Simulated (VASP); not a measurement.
Wanted: the native input for a VASP 6.6.1 run.

| Quantity | Value |
| --- | --- |
| Task | single point |
| Functional | HSE06 |
| Potentials or basis | VASP PAW PBE potentials, release 64 (Ba_sv, Te) |
| Cutoff | 520 eV |
| k mesh | 4 × 4 × 4 |
| Occupations | gaussian, width 0.01 eV |
| Spin | no spin polarisation |
| Dipole correction | no |
| Grid for exact exchange (PRECFOCK) | Normal |
| Further INCAR settings | ALGO = Normal; EDIFF = 1e-06; NBANDS = 15 |
| Screening parameter | 0.2079 1/Å |

Crystal: BaTe.

```
CELL_PARAMETERS angstrom
0.00000 3.49070 3.53239
3.49070 0.00000 3.53239
3.49070 3.49070 0.00000
ATOMIC_POSITIONS crystal
Ba 0.00000 0.00000 0.00000
Te 0.50000 0.50000 0.50000
```

This cell differs from its parent crystal: biaxial xy strain -1.2%.

One way to write it, as run:

POSCAR

```
BaTe
1.0
    0.0000000000      3.4907046699      3.5323868345
    3.4907046699      0.0000000000      3.5323868345
    3.4907046699      3.4907046699      0.0000000000
Ba Te
1 1
Direct
    0.0000000000      0.0000000000      0.0000000000
    0.5000000000      0.5000000000      0.5000000000
```

INCAR.step1

```
SYSTEM = BaTe
ALGO = Normal
EDIFF = 1E-5
ENCUT = 520
GGA = PE
ISIF = 2
ISMEAR = 0
LASPH = .True.
LREAL = .False.
LWAVE = .True.
NBANDS = 15
NELM = 100
PREC = Accurate
SIGMA = 0.01
```

INCAR.step2

```
SYSTEM = BaTe
ALGO = Normal
EDIFF = 1E-6
ENCUT = 520
GGA = PE
HFSCREEN = 0.2079
ISIF = 2
ISMEAR = 0
ISTART = 1
LASPH = .True.
LCHARG = .True.
LELF = .True.
LHFCALC = .True.
LREAL = .False.
LVHAR = .True.
LWAVE = .False.
NBANDS = 15
NELM = 100
PREC = Accurate
PRECFOCK = Normal
SIGMA = 0.01
```

KPOINTS

```
k-points
0
Gamma
  4 4 4
  0 0 0
```

Potentials or basis: VASP PAW PBE potentials, release 64 (Ba_sv, Te).

Command:

```bash
$ cat potpaw_PBE.64/Ba_sv/POTCAR potpaw_PBE.64/Te/POTCAR > POTCAR
$ cp INCAR.step1 INCAR
$ mpirun -np 1 vasp_std > vasp.out
$ cp INCAR.step2 INCAR
$ mpirun -np 1 vasp_std > vasp.out
```

Results of the run:

* Pressure: 0.7 GPa
* Band gap on the k mesh: 2.24 eV, indirect (least direct gap 2.65 eV)

Caveat: the cell differs from its parent crystal (biaxial xy strain -1.2%); the PAW data sets were made with another functional, which shifts forces and pressure a little; spin-orbit coupling is left out, which moves the levels of the heavy elements.

Run time: 7.3 min on 1 thread of Intel(R) Xeon(R) 6975P-C (Granite Rapids), on a shared host, peak memory 0.35 GiB.
